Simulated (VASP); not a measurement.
# Ru (P6_3/mmc) in VASP: a series of runs

Runs on Ru. Level: PBE. Tasks: single point.

Everything below comes from runs of VASP 6.6.1. Logs are shortened: lines on timing, memory, paths and dates and some standing lists are left out, and cuts for length are marked.

## Step 1: The cell of the first run

It takes space group P6_3/mmc (No. 194, hexagonal). Conventional cell: a = 2.724 Å, b = 2.724 Å, c = 4.289 Å, α = 90.00°, β = 90.00°, γ = 120.00°. Within 3.5 Å of Ru (site symmetry -6m2) lie 12 Ru at 2.66 to 2.72 Å.

## Step 2: Single point, PBE

Input file INCAR:

```
ALGO     = Normal         # electronic algorithm
EDIFF    = 1E-6           # SCF threshold, eV
ENCUT    = 520            # plane-wave cutoff, eV
GGA      = PE             # functional
ISIF     = 2              # what is computed and relaxed
ISMEAR   = 1              # smearing method
LASPH    = T              # aspherical terms in the spheres
LCHARG   = F              # write CHGCAR
LREAL    = F              # projectors in reciprocal space
LWAVE    = F              # write WAVECAR
NBANDS   = 21             # bands
NELM     = 100            # most SCF steps
PREC     = Accurate       # precision mode
SIGMA    = 0.01           # smearing width, eV
```

Input file KPOINTS:

```
k-points
0
Gamma
  13 13 7
```

Input file POSCAR:

```
Ru
1.0
    2.7235595794      0.0000000000      0.0000000000
   -1.3617797897      2.3586717845      0.0000000000
    0.0000000000      0.0000000000      4.2890849607
Ru
2
Direct
    0.3333333333      0.6666666667      0.2500000000
    0.6666666667      0.3333333333      0.7500000000
```

Potentials or basis: VASP PAW PBE potentials, release 64 (Ru_pv).

Command:

```console
$ cat potpaw_PBE.64/Ru_pv/POTCAR > POTCAR
$ mpirun -np 1 vasp_std > vasp.out
```

OUTCAR:

```text
EDIFF = 1E-6
   ENCUT = 520
   GGA = PE
   ISIF = 2
   ISMEAR = 1
   LASPH = T
   LREAL = F
   NELM = 100
   PREC = Accurate

 ion  position               nearest neighbor table
   1  0.333  0.667  0.250-   2 2.66   2 2.66   2 2.66   2 2.66   2 2.66   2 2.66
   2  0.667  0.333  0.750-   1 2.66   1 2.66   1 2.66   1 2.66   1 2.66   1 2.66

  LATTYP: Found a hexagonal cell.
 ALAT       =     2.7235595794
 C/A-ratio  =     1.5748085679

  Lattice vectors:

 A1 = (   2.7235595794,   0.0000000000,   0.0000000000)
 A2 = (  -1.3617797897,   2.3586717845,   0.0000000000)
 A3 = (   0.0000000000,   0.0000000000,   4.2890849607)

Analysis of symmetry for initial positions (statically):
=====================================================================
 Subroutine PRICEL returns:
 Original cell was already a primitive cell.

 Routine SETGRP: Setting up the symmetry group for a
 hexagonal supercell.

 Subroutine GETGRP returns: Found 24 space group operations
 (whereof 12 operations were pure point group operations)
 out of a pool of 24 trial point group operations.

The static configuration has the point symmetry D_3d.
 The point group associated with its full space group is D_6h.

Analysis of symmetry for dynamics (positions and initial velocities):
=====================================================================
 Subroutine PRICEL returns:
 Original cell was already a primitive cell.

 Routine SETGRP: Setting up the symmetry group for a
 hexagonal supercell.

 Subroutine GETGRP returns: Found 24 space group operations
 (whereof 12 operations were pure point group operations)
 out of a pool of 24 trial point group operations.

The dynamic configuration has the point symmetry D_3d.
 The point group associated with its full space group is D_6h.

 Subroutine INISYM returns: Found 24 space group operations
 (whereof 12 operations are pure point group operations),
 and found     1 'primitive' translations

----------------------------------------------------------------------------------------

                                     Primitive cell

  volume of cell :      27.5530

  direct lattice vectors                    reciprocal lattice vectors
     2.723559579  0.000000000  0.000000000     0.367166559  0.211983712  0.000000000
    -1.361779790  2.358671784  0.000000000     0.000000000  0.423967424  0.000000000
     0.000000000  0.000000000  4.289084961     0.000000000  0.000000000  0.233149963

  length of vectors
     2.723559579  2.723559579  4.289084961     0.423967424  0.423967424  0.233149963

  position of ions in fractional coordinates (direct lattice)
     0.333333333  0.666666667  0.250000000
     0.666666667  0.333333333  0.750000000

  ion indices of the primitive-cell ions
   primitive index   ion index
                 1           1
                 2           2

----------------------------------------------------------------------------------------

 KPOINTS: k-points

Automatic generation of k-mesh.
 Grid dimensions read from file:
 generate k-points for:   13   13    7

 Generating k-lattice:

  Cartesian coordinates                     Fractional coordinates (reciprocal lattice)
     0.028243581  0.016306439  0.000000000     0.076923077 -0.000000000  0.000000000
     0.000000000  0.032612879  0.000000000     0.000000000  0.076923077  0.000000000
     0.000000000  0.000000000  0.033307138     0.000000000  0.000000000  0.142857143

  Length of vectors
     0.032612879  0.032612879  0.033307138

  Shift w.r.t. Gamma in fractional coordinates (k-lattice)
     0.000000000  0.000000000  0.000000000

 Subroutine IBZKPT returns following result:
 ===========================================

 Found     84 irreducible k-points:

 Following reciprocal coordinates:
            Coordinates               Weight
  0.000000  0.000000  0.000000      1.000000
  0.076923  0.000000  0.000000      6.000000
  0.153846  0.000000  0.000000      6.000000
  0.230769  0.000000  0.000000      6.000000
  0.307692  0.000000  0.000000      6.000000
  0.384615  0.000000  0.000000      6.000000
[... 16 lines left out ...]
  0.076923  0.000000  0.142857     12.000000
  0.153846  0.000000  0.142857     12.000000
 [... further k-points ...]
   k-points           NKPTS =     84   k-points in BZ     NKDIM =     84   number of bands    NBANDS=     21
   number of dos      NEDOS =    301   number of ions     NIONS =      2
   total plane-waves  NPLWV =  12800
   dimension x,y,z NGX =    20 NGY =   20 NGZ =   32
   dimension x,y,z NGXF=    40 NGYF=   40 NGZF=   64
   ions per type =               2
   NGX,Y,Z   is equivalent  to a cutoff of  12.21, 12.21, 12.40 a.u.
   NGXF,Y,Z  is equivalent  to a cutoff of  24.42, 24.42, 24.81 a.u.
 SYSTEM =  unknown system
   PREC   = accura    normal or accurate (medium, high low for compatibility)
   ISTART =      0    job   : 0-new  1-cont  2-samecut
   ICHARG =      2    charge: 1-file 2-atom 10-const
   ISPIN  =      1    spin polarized calculation?
   LNONCOLLINEAR =      F non collinear calculations
   LSORBIT =      F    spin-orbit coupling
   LASPH  =      T    aspherical Exc in radial PAW
   ENCUT  =  520.0 eV  38.22 Ry    6.18 a.u.   5.06  5.06  7.97*2*pi/ulx,y,z
   NELM   =    100;   NELMIN=  2; NELMDL= -5     # of ELM steps
   EDIFF  = 0.1E-05   stopping-criterion for ELM
   LREAL  =      F    real-space projection
   EDIFFG = 0.1E-04   stopping-criterion for IOM
   NSW    =      0    number of steps for IOM
   IBRION =     -1    ionic relax: 0-MD 1-quasi-New 2-CG
   NFREE  =      0    steps in history (QN), initial steepest desc. (CG)
   ISIF   =      2    stress and relaxation
   ISYM   =      2    0-nonsym 1-usesym 2-fastsym
   POTIM  = 0.5000    time-step for ionic-motion
   TEBEG  =    0.0;   TEEND  =   0.0 temperature during run
   PSTRESS=    0.0 pullay stress
   NELECT =      28.0000    total number of electrons
   NUPDOWN=      -1.0000    fix difference up-down
   EMIN   =  10.00;   EMAX   =-10.00  energy-range for DOS
   EFERMI =   0.00;   METHOD = LEGACY
   ISMEAR =     1;   SIGMA  =   0.01  broadening in eV -4-tet -1-fermi 0-gaus
   EFERMI_NEDOS =   21; number of points for ismear=-14 and -15
   IALGO  =     38    algorithm
   IMIX   =      4    mixing-type and parameters
     AMIX     =   0.40;   BMIX     =  1.00
     AMIX_MAG =   1.60;   BMIX_MAG =  1.00
  volume/ion in A,a.u.               =      13.78        92.97
  Fermi-wavevector in a.u.,A,eV,Ry     =   1.645904  3.110308 36.858181  2.709000
  Thomas-Fermi vector in A             =   2.735622
   LORBIT       =      0    0 simple, 1 ext, 2 COOP (PROOUT), +10 PAW based schemes
   GGA     = PE    functional components
   LHFCALC =     F    Hartree Fock is set to
   AEXX    =    0.0000 exact exchange contribution
   IVDW    =     0    specifies the selected vdW correction
   LEPSILON=     F    determine dielectric tensor
   LRPA    =     F    only Hartree local field effects (RPA)
 non-spin polarized calculation
 Methfessel and Paxton  Order N= 1 SIGMA  =   0.01
  energy-cutoff  :      520.00
  volume of cell :       27.55
 maximum number of plane-waves:       756
   NGX = 11   NGY = 11   NGZ = 15

 number of electron      28.0000012 magnetization

 Free energy of the ion-electron system (eV)
  ---------------------------------------------------
  ext. energy  EPLUGINS =         0.00000000
  ---------------------------------------------------
  free energy    TOTEN  =       -18.46160120 eV

  energy without entropy =      -18.46159514  energy(sigma->0) =      -18.46159918

 E-fermi :  12.6090     XC(G=0): -14.0303

 val. band max:       12.6019317953   @ k =   0.2308   0.0000   0.2857
 cond. band min:      12.6101784987   @ k =   0.3846   0.0000   0.4286
 fundamental gap:      0.0082467034
 Fermi energy:        12.6089885311

 k-point     1 :       0.0000    0.0000    0.0000
  band No.  band energies     occupation
      1     -31.0257      2.00000
      2     -30.1468      2.00000
      3     -30.1468      2.00000
      4     -29.9802      2.00000
      5     -29.9802      2.00000
      6     -29.9253      2.00000
[... 13 lines left out ...]
     20      23.0000      0.00000
     21      23.0145      0.00000

 k-point     2 :       0.0769    0.0000    0.0000
  band No.  band energies     occupation
      1     -31.0064      2.00000
      2     -30.1868      2.00000
      3     -30.1605      2.00000
      4     -30.0220      2.00000
      5     -29.9856      2.00000
      6     -29.9345      2.00000
[... 13 lines left out ...]
     20      23.0000      0.00000
     21      23.0127      0.00000

 k-point     3 :       0.1538    0.0000    0.0000
  band No.  band energies     occupation
      1     -30.9510      2.00000
      2     -30.2976      2.00000
      3     -30.1973      2.00000
      4     -30.1360      2.00000
      5     -30.0015      2.00000
      6     -29.9621      2.00000
[... 13 lines left out ...]
     20      23.0000      0.00000
     21      23.0088      0.00000

 k-point     4 :       0.2308    0.0000    0.0000
  band No.  band energies     occupation
      1     -30.8657      2.00000
      2     -30.4541      2.00000
      3     -30.2918      2.00000
      4     -30.2471      2.00000
      5     -30.0255      2.00000
      6     -30.0079      2.00000
[... 13 lines left out ...]
     20      22.9999      0.00000
     21      23.0056      0.00000

 k-point     5 :       0.3077    0.0000    0.0000
  band No.  band energies     occupation
      1     -30.7616      2.00000
      2     -30.6203      2.00000
      3     -30.4517      2.00000
      4     -30.2983      2.00000
      5     -30.0699      2.00000
      6     -30.0524      2.00000
[... 13 lines left out ...]
     20      22.9997      0.00000
     21      23.0024      0.00000

 k-point     6 :       0.3846    0.0000    0.0000
  band No.  band energies     occupation
      1     -30.7578      2.00000
      2     -30.6554      2.00000
      3     -30.5803      2.00000
      4     -30.3394      2.00000
      5     -30.1412      2.00000
      6     -30.0754      2.00000
[... 13 lines left out ...]
     20      22.9998      0.00000
     21      23.0530      0.00000

 k-point     7 :       0.4615    0.0000    0.0000
  band No.  band energies     occupation
      1     -30.8352      2.00000
      2     -30.6515      2.00000
      3     -30.5777      2.00000
      4     -30.3623      2.00000
      5     -30.1991      2.00000
      6     -30.0887      2.00000
[... 13 lines left out ...]
     20      22.9993      0.00000
     21      23.4329      0.00000
[... 291 lines left out ...]
      1     -30.7563      2.00000
      2     -30.5762      2.00000
      3     -30.5139      2.00000
      4     -30.4679      2.00000
      5     -30.2892      2.00000
      6     -30.2878      2.00000
[... 13 lines left out ...]
     20      22.9999      0.00000
     21      23.0006      0.00000

 k-point    21 :       0.3077    0.3077    0.0000
  band No.  band energies     occupation
      1     -30.7243      2.00000
      2     -30.5765      2.00000
      3     -30.5221      2.00000
      4     -30.4294      2.00000
      5     -30.3479      2.00000
      6     -30.3240      2.00000
[... 13 lines left out ...]
     20      23.0001      0.00000
     21      23.0002      0.00000

 k-point    22 :       0.0000    0.0000    0.1429
  band No.  band energies     occupation
      1     -30.9739      2.00000
      2     -30.1386      2.00000
      3     -30.1386      2.00000
      4     -29.9885      2.00000
      5     -29.9885      2.00000
      6     -29.9827      2.00000
[... 13 lines left out ...]
     20      23.0000      0.00000
     21      23.7562      0.00000

 k-point    23 :       0.0769    0.0000    0.1429
  band No.  band energies     occupation
      1     -30.9573      2.00000
      2     -30.1773      2.00000
      3     -30.1519      2.00000
      4     -30.0505      2.00000
      5     -29.9943      2.00000
      6     -29.9699      2.00000
[... 13 lines left out ...]
     20      23.0000      0.00000
     21      23.7511      0.00000

 k-point    24 :       0.1538    0.0000    0.1429
  band No.  band energies     occupation
      1     -30.9106      2.00000
      2     -30.2837      2.00000
      3     -30.1877      2.00000
      4     -30.1712      2.00000
      5     -30.0113      2.00000
      6     -29.9849      2.00000
[... 13 lines left out ...]
     20      23.0000      0.00000
     21      23.7469      0.00000

 [... further k-points ...]
[... 5 lines left out ...]
  --------------------------------------------------------------------------------------
  -------------------------------------------------------------------------------------
  Total       -0.1067139     -0.1067139      0.0087478      0.0000000      0.0000000      0.0000000
  in kB       -6.2052957     -6.2052957      0.5086731      0.0000000      0.0000000      0.0000000
  external PRESSURE =      -3.9673061 kB  Pullay stress =       0.0000000 kB

 VOLUME and BASIS-vectors are now :
 -----------------------------------------------------------------------------
  energy-cutoff  :      520.00
  volume of cell :       27.55
      direct lattice vectors                 reciprocal lattice vectors
     2.723559579  0.000000000  0.000000000     0.367166559  0.211983712  0.000000000
    -1.361779790  2.358671784  0.000000000     0.000000000  0.423967424  0.000000000
     0.000000000  0.000000000  4.289084961     0.000000000  0.000000000  0.233149963

 POSITION                                       TOTAL-FORCE (eV/Angst)
 -----------------------------------------------------------------------------------
     -0.00000      1.57245      1.07227         0.000000     -0.000000      0.000000
      1.36178      0.78622      3.21681        -0.000000      0.000000      0.000000
 -----------------------------------------------------------------------------------
    total drift:                               -0.000000      0.000000     -0.000000

  FREE ENERGIE OF THE ION-ELECTRON SYSTEM (eV)
  ---------------------------------------------------
  free  energy   TOTEN  =       -18.4616011965 eV

  energy  without entropy=      -18.4615951377  energy(sigma->0) =      -18.46159918
```

Run time: 44 s. Hardware: 1 thread of AMD EPYC 7R13, shared host; peak memory 0.13 GiB.

Results:

* Free energy: -18.4616 eV
* Pressure: -0.4 GPa
* Band gap on the k mesh: zero (band 14 reaches 13.98 eV, above the bottom of band 15 at 11.05 eV)

(Continued in part 2 of 2.)
